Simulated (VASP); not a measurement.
Wanted: the native input for a VASP 6.6.1 run.

- Task: single point
- Functional: PBE
- Potentials or basis: VASP PAW PBE potentials, release 64 (Al, In_d, N)
- Cutoff: 520 eV
- k mesh: 6 × 6 × 6
- Occupations: gaussian, width 0.05 eV
- Spin: no spin polarisation
- Dipole correction: no
- Further INCAR settings: ALGO = Normal; EDIFF = 1e-06; NBANDS = 46

The structure of Al2InN3 lies in POSCAR:

```
Al2InN3
1.0
    4.8070171487     -2.8394634300      0.0000000000
    4.8070171487      2.8394634300      0.0000000000
    0.0000000000      0.0000000000      5.1321127435
Al In N
4 2 6
Direct
    0.0084427086      0.3348641725      0.9917411822
    0.6651358275      0.9915572914      0.9917411822
    0.9915572914      0.6651358275      0.4917411822
    0.3348641725      0.0084427086      0.4917411822
    0.3220722962      0.6779277038      0.9869930315
    0.6779277038      0.3220722962      0.4869930315
    0.0367610679      0.3336262977      0.3556963910
    0.6663737023      0.9632389321      0.3556963910
    0.9632389321      0.6663737023      0.8556963910
    0.3336262977      0.0367610679      0.8556963910
    0.2982358752      0.7017641248      0.4061317922
    0.7017641248      0.2982358752      0.9061317922
```

The input as run:

INCAR

```
SYSTEM = Al2InN3
PREC     = Accurate       ! precision mode
ENCUT    = 520            ! plane-wave cutoff, eV
EDIFF    = 1E-6           ! SCF threshold, eV
ISMEAR   = 0              ! smearing method
SIGMA    = 0.05           ! smearing width, eV
LREAL    = .False.        ! projectors in reciprocal space
LASPH    = .True.         ! aspherical terms in the spheres
NELM     = 80             ! most SCF steps
ALGO     = Normal         ! electronic algorithm
ISIF     = 2              ! what is computed and relaxed
LWAVE    = .False.        ! write WAVECAR
LCHARG   = .False.        ! write CHGCAR
GGA      = PE             ! functional
NBANDS   = 46             ! bands
```

KPOINTS

```
regular mesh
0
Gamma
  6 6 6
  0 0 0
```

Potentials or basis: VASP PAW PBE potentials, release 64 (Al, In_d, N).

Launch:

```sh
$ cat potpaw_PBE.64/Al/POTCAR potpaw_PBE.64/In_d/POTCAR potpaw_PBE.64/N/POTCAR > POTCAR
$ mpirun -np 1 vasp_std > vasp.out
```

It gave:

- Pressure: 7.6 GPa
- Largest force: 0.344 eV/Å
- Band gap on the k mesh: 2.37 eV

Caveat: the stress differs along the axes, from 2 to 11 GPa; spin-orbit coupling is left out, which moves the levels of the heavy elements.

Wall time 3.2 min on 1 thread of Intel(R) Xeon(R) 6975P-C (Granite Rapids), on a shared host, peak memory 0.42 GiB.
